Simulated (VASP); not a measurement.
# AlC (P-6m2) in VASP: single point with PBEsol

Aim: the single point of AlC with PBEsol.

Program: VASP 6.6.1. These are calculated values, not measurements. Logs are shortened: lines on timing, memory, paths and dates and some standing lists are left out, and cuts for length are marked.

## 1. The cell of the first run

The structure is hexagonal, space group P-6m2 (No. 187). Conventional cell: a = 3.498 Å, b = 3.498 Å, c = 2.713 Å, α = 90.00°, β = 90.00°, γ = 120.00°. Al (site symmetry -6m2) has 6 C at 2.43 Å and 2 Al at 2.71 Å within 3.2 Å. Within 3.2 Å of C (site symmetry -6m2) lie 6 Al at 2.43 Å and 2 C at 2.71 Å.

## 2. Single point, PBEsol (Sn replaced by C, lengths x 0.855, strained)

File INCAR:

```
PREC = Accurate
ENCUT = 520
EDIFF = 1E-7
ISMEAR = 0
SIGMA = 0.1
LREAL = False
LASPH = True
NELM = 100
ALGO = Normal
ISIF = 2
LWAVE = False
LCHARG = False
GGA = PS
NBANDS = 10
```

File KPOINTS:

```
regular mesh
0
Gamma
  15 15 16
```

File POSCAR:

```
AlC
1.0
    3.4975692171      0.0000000000      0.0000000000
   -1.7487846085      3.0289837934      0.0000000000
    0.0000000000      0.0000000000      2.7126433764
Al C
1 1
Direct
    0.0000000000      0.0000000000      0.0000000000
    0.3333333300      0.6666666700      0.5000000000
```

Potentials or basis: VASP PAW PBE potentials, release 64 (Al, C).

The run is started by

```bash
cat potpaw_PBE.64/Al/POTCAR potpaw_PBE.64/C/POTCAR > POTCAR
mpirun -np 1 vasp_std > vasp.out
```

OUTCAR:

```text
PREC = Accurate
   ENCUT = 520
   EDIFF = 1E-7
   ISMEAR = 0
   LREAL = False
   LASPH = True
   NELM = 100
   ISIF = 2
   GGA = PS

 ion  position               nearest neighbor table
   1  0.000  0.000  0.000-   2 2.43   2 2.43   2 2.43   2 2.43   2 2.43   2 2.43
   2  0.333  0.667  0.500-   1 2.43   1 2.43   1 2.43   1 2.43   1 2.43   1 2.43

  LATTYP: Found a hexagonal cell.
 ALAT       =     3.4975692171
 C/A-ratio  =     0.7755796120

  Lattice vectors:

 A1 = (   3.4975692171,   0.0000000000,   0.0000000000)
 A2 = (  -1.7487846085,   3.0289837934,   0.0000000000)
 A3 = (   0.0000000000,   0.0000000000,   2.7126433764)

Analysis of symmetry for initial positions (statically):
=====================================================================
 Subroutine PRICEL returns:
 Original cell was already a primitive cell.

 Routine SETGRP: Setting up the symmetry group for a
 hexagonal supercell.

 Subroutine GETGRP returns: Found 12 space group operations
 (whereof 12 operations were pure point group operations)
 out of a pool of 24 trial point group operations.

The static configuration has the point symmetry D_3h.

Analysis of symmetry for dynamics (positions and initial velocities):
=====================================================================
 Subroutine PRICEL returns:
 Original cell was already a primitive cell.

 Routine SETGRP: Setting up the symmetry group for a
 hexagonal supercell.

 Subroutine GETGRP returns: Found 12 space group operations
 (whereof 12 operations were pure point group operations)
 out of a pool of 24 trial point group operations.

The dynamic configuration has the point symmetry D_3h.

 Subroutine INISYM returns: Found 12 space group operations
 (whereof 12 operations are pure point group operations),
 and found     1 'primitive' translations

----------------------------------------------------------------------------------------

                                     Primitive cell

  volume of cell :      28.7380

  direct lattice vectors                    reciprocal lattice vectors
     3.497569217  0.000000000  0.000000000     0.285912855  0.165071864  0.000000000
    -1.748784609  3.028983793  0.000000000     0.000000000  0.330143727  0.000000000
     0.000000000  0.000000000  2.712643376     0.000000000  0.000000000  0.368644109

  length of vectors
     3.497569217  3.497569217  2.712643376     0.330143727  0.330143727  0.368644109

  position of ions in fractional coordinates (direct lattice)
     0.000000000  0.000000000  0.000000000
     0.333333330  0.666666670  0.500000000

  ion indices of the primitive-cell ions
   primitive index   ion index
                 1           1
                 2           2

----------------------------------------------------------------------------------------

 KPOINTS: regular mesh

Automatic generation of k-mesh.
 Grid dimensions read from file:
 generate k-points for:   15   15   16

 Generating k-lattice:

  Cartesian coordinates                     Fractional coordinates (reciprocal lattice)
     0.019060857  0.011004791  0.000000000     0.066666667  0.000000000  0.000000000
     0.000000000  0.022009582  0.000000000     0.000000000  0.066666667  0.000000000
     0.000000000  0.000000000  0.023040257     0.000000000  0.000000000  0.062500000

  Length of vectors
     0.022009582  0.022009582  0.023040257

  Shift w.r.t. Gamma in fractional coordinates (k-lattice)
     0.000000000  0.000000000  0.000000000

 Subroutine IBZKPT returns following result:
 ===========================================

 Found    243 irreducible k-points:

 Following reciprocal coordinates:
            Coordinates               Weight
  0.000000  0.000000  0.000000      1.000000
  0.066667 -0.000000  0.000000      6.000000
  0.133333 -0.000000  0.000000      6.000000
  0.200000 -0.000000  0.000000      6.000000
  0.266667 -0.000000  0.000000      6.000000
  0.333333 -0.000000  0.000000      6.000000
[... 16 lines left out ...]
  0.333333  0.200000  0.000000     12.000000
  0.400000  0.200000  0.000000      6.000000
 [... further k-points ...]
   k-points           NKPTS =    243   k-points in BZ     NKDIM =    243   number of bands    NBANDS=     10
   number of dos      NEDOS =    301   number of ions     NIONS =      2
   total plane-waves  NPLWV =  15680
   dimension x,y,z NGX =    28 NGY =   28 NGZ =   20
   dimension x,y,z NGXF=    56 NGYF=   56 NGZF=   40
   ions per type =               1   1
   NGX,Y,Z   is equivalent  to a cutoff of  13.31, 13.31, 12.26 a.u.
   NGXF,Y,Z  is equivalent  to a cutoff of  26.62, 26.62, 24.51 a.u.
 SYSTEM =  unknown system
   PREC   = accura    normal or accurate (medium, high low for compatibility)
   ISTART =      0    job   : 0-new  1-cont  2-samecut
   ICHARG =      2    charge: 1-file 2-atom 10-const
   ISPIN  =      1    spin polarized calculation?
   LNONCOLLINEAR =      F non collinear calculations
   LSORBIT =      F    spin-orbit coupling
   LASPH  =      T    aspherical Exc in radial PAW
   ENCUT  =  520.0 eV  38.22 Ry    6.18 a.u.   6.50  6.50  5.04*2*pi/ulx,y,z
   NELM   =    100;   NELMIN=  2; NELMDL= -5     # of ELM steps
   EDIFF  = 0.1E-06   stopping-criterion for ELM
   LREAL  =      F    real-space projection
   EDIFFG = 0.1E-05   stopping-criterion for IOM
   NSW    =      0    number of steps for IOM
   IBRION =     -1    ionic relax: 0-MD 1-quasi-New 2-CG
   NFREE  =      0    steps in history (QN), initial steepest desc. (CG)
   ISIF   =      2    stress and relaxation
   ISYM   =      2    0-nonsym 1-usesym 2-fastsym
   POTIM  = 0.5000    time-step for ionic-motion
   TEBEG  =    0.0;   TEEND  =   0.0 temperature during run
   PSTRESS=    0.0 pullay stress
   NELECT =       7.0000    total number of electrons
   NUPDOWN=      -1.0000    fix difference up-down
   EMIN   =  10.00;   EMAX   =-10.00  energy-range for DOS
   EFERMI =   0.00;   METHOD = LEGACY
   ISMEAR =     0;   SIGMA  =   0.10  broadening in eV -4-tet -1-fermi 0-gaus
   EFERMI_NEDOS =   21; number of points for ismear=-14 and -15
   IALGO  =     38    algorithm
   IMIX   =      4    mixing-type and parameters
     AMIX     =   0.40;   BMIX     =  1.00
     AMIX_MAG =   1.60;   BMIX_MAG =  1.00
  volume/ion in A,a.u.               =      14.37        96.97
  Fermi-wavevector in a.u.,A,eV,Ry     =   1.022403  1.932062 14.222282  1.045308
  Thomas-Fermi vector in A             =   2.156081
   LORBIT       =      0    0 simple, 1 ext, 2 COOP (PROOUT), +10 PAW based schemes
   GGA     = PS    functional components
   LHFCALC =     F    Hartree Fock is set to
   AEXX    =    0.0000 exact exchange contribution
   IVDW    =     0    specifies the selected vdW correction
   LEPSILON=     F    determine dielectric tensor
   LRPA    =     F    only Hartree local field effects (RPA)
 non-spin polarized calculation
 Gauss-broadening in eV      SIGMA  =   0.10
  energy-cutoff  :      520.00
  volume of cell :       28.74
 maximum number of plane-waves:       802
 NGX is ok and might be reduce to    28
   NGX = 13   NGY = 13   NGZ = 11

 number of electron       7.0000000 magnetization

 Free energy of the ion-electron system (eV)
  ---------------------------------------------------
  ext. energy  EPLUGINS =         0.00000000
  ---------------------------------------------------
  free energy    TOTEN  =       -11.21016041 eV

  energy without entropy =      -11.20631812  energy(sigma->0) =      -11.20823926

 E-fermi :   5.1869     XC(G=0): -10.0932

 val. band max:        5.1704839629   @ k =   0.3333   0.0667   0.1875
 cond. band min:       5.1930796997   @ k =   0.4000  -0.0000   0.4375
 fundamental gap:      0.0225957368
 Fermi energy:         5.1868639990

 k-point     1 :       0.0000    0.0000    0.0000
  band No.  band energies     occupation
      1      -7.2869      2.00000
      2       4.4455      2.00000
      3       4.4455      2.00000
      4       6.1361      0.00000
      5       7.2511      0.00000
      6      11.0102      0.00000
      7      11.0102      0.00000
      8      12.6231      0.00000
      9      16.9016      0.00000
     10      19.5896      0.00000

 k-point     2 :       0.0667   -0.0000    0.0000
  band No.  band energies     occupation
      1      -7.2324      2.00000
      2       3.8638      2.00000
      3       4.3686      2.00000
      4       6.6429      0.00000
      5       7.2719      0.00000
      6      10.6113      0.00000
      7      11.1861      0.00000
      8      13.0894      0.00000
      9      17.1103      0.00000
     10      19.4913      0.00000

 k-point     3 :       0.1333   -0.0000    0.0000
  band No.  band energies     occupation
      1      -7.0708      2.00000
      2       2.8305      2.00000
      3       4.1666      2.00000
      4       7.3319      0.00000
      5       7.3728      0.00000
      6      10.0946      0.00000
      7      11.6792      0.00000
      8      13.8850      0.00000
      9      17.6566      0.00000
     10      19.2215      0.00000

 k-point     4 :       0.2000   -0.0000    0.0000
  band No.  band energies     occupation
      1      -6.8088      2.00000
      2       1.7378      2.00000
      3       3.9018      2.00000
      4       7.4231      0.00000
      5       7.6683      0.00000
      6      10.1029      0.00000
      7      12.4062      0.00000
      8      14.6590      0.00000
      9      18.2018      0.00000
     10      18.8410      0.00000
[... 222 lines left out ...]
 k-point    22 :       0.2667    0.2000    0.0000
  band No.  band energies     occupation
      1      -5.5877      2.00000
      2      -0.7021      2.00000
      3       1.7777      2.00000
      4       7.7509      0.00000
      5       9.4005      0.00000
      6      10.8033      0.00000
      7      14.3758      0.00000
      8      16.3499      0.00000
      9      17.8537      0.00000
     10      18.3622      0.00000

 k-point    23 :       0.3333    0.2000    0.0000
  band No.  band energies     occupation
      1      -5.2747      2.00000
      2      -1.1614      2.00000
      3       1.4732      2.00000
      4       7.8094      0.00000
      5       9.3080      0.00000
      6      11.7154      0.00000
      7      14.1718      0.00000
      8      16.7339      0.00000
      9      17.7199      0.00000
     10      18.4388      0.00000

 k-point    24 :       0.4000    0.2000    0.0000
  band No.  band energies     occupation
      1      -5.1464      2.00000
      2      -1.3420      2.00000
      3       1.3725      2.00000
      4       7.8304      0.00000
      5       9.2708      0.00000
      6      12.1828      0.00000
      7      13.9252      0.00000
      8      16.9419      0.00000
      9      17.6738      0.00000
     10      18.5369      0.00000

 [... further k-points ...]

------------------------ aborting loop because EDIFF is reached ----------------------------------------

  FORCE on cell =-STRESS in cart. coord.  units (eV):
  Direction    XX          YY          ZZ          XY          YZ          ZX
  --------------------------------------------------------------------------------------
  -------------------------------------------------------------------------------------
  Total       -5.5797386     -5.5797386     -5.7170607     -0.0000000      0.0000000      0.0000000
  in kB     -311.0774046   -311.0774046   -318.7332839     -0.0000000      0.0000000      0.0000000
  external PRESSURE =    -313.6293644 kB  Pullay stress =       0.0000000 kB

 VOLUME and BASIS-vectors are now :
 -----------------------------------------------------------------------------
  energy-cutoff  :      520.00
  volume of cell :       28.74
      direct lattice vectors                 reciprocal lattice vectors
     3.497569217  0.000000000  0.000000000     0.285912855  0.165071864  0.000000000
    -1.748784609  3.028983793  0.000000000     0.000000000  0.330143727  0.000000000
     0.000000000  0.000000000  2.712643376     0.000000000  0.000000000  0.368644109

 POSITION                                       TOTAL-FORCE (eV/Angst)
 -----------------------------------------------------------------------------------
      0.00000      0.00000      0.00000         0.000000     -0.000000      0.000000
     -0.00000      2.01932      1.35632        -0.000000      0.000000      0.000000
 -----------------------------------------------------------------------------------
    total drift:                                0.000005     -0.000003      0.000000

  FREE ENERGIE OF THE ION-ELECTRON SYSTEM (eV)
  ---------------------------------------------------
  free  energy   TOTEN  =       -11.2101604101 eV

  energy  without entropy=      -11.2063181186  energy(sigma->0) =      -11.20823926
```

Run time: 82 s. Hardware: 1 thread of Intel Xeon 8259CL, shared host; peak memory 0.19 GiB.

What came out:

```
Free energy            : -11.2102 eV
Pressure               : -31.4 GPa
Band gap on the k mesh : zero (an odd number of electrons rules out a gap without spin polarisation)
```

Levels at points of the mesh, in eV from the Fermi level:
```tsv
k point	band 1	band 2	band 3	band 4	band 5	band 6	band 7	band 8
(0.00, 0.00, 0.00)	-12.47	-0.74	-0.74	0.95	2.06	5.82	5.82	7.44
(0.00, 0.00, 0.50)	-9.38	-6.28	0.96	0.96	4.02	5.80	8.55	8.55
```

Caveat: the cell differs from its parent crystal (Sn replaced by C, lengths x 0.855, strained); the cell stands under tension; the PAW data sets were made with another functional, which shifts forces and pressure a little.
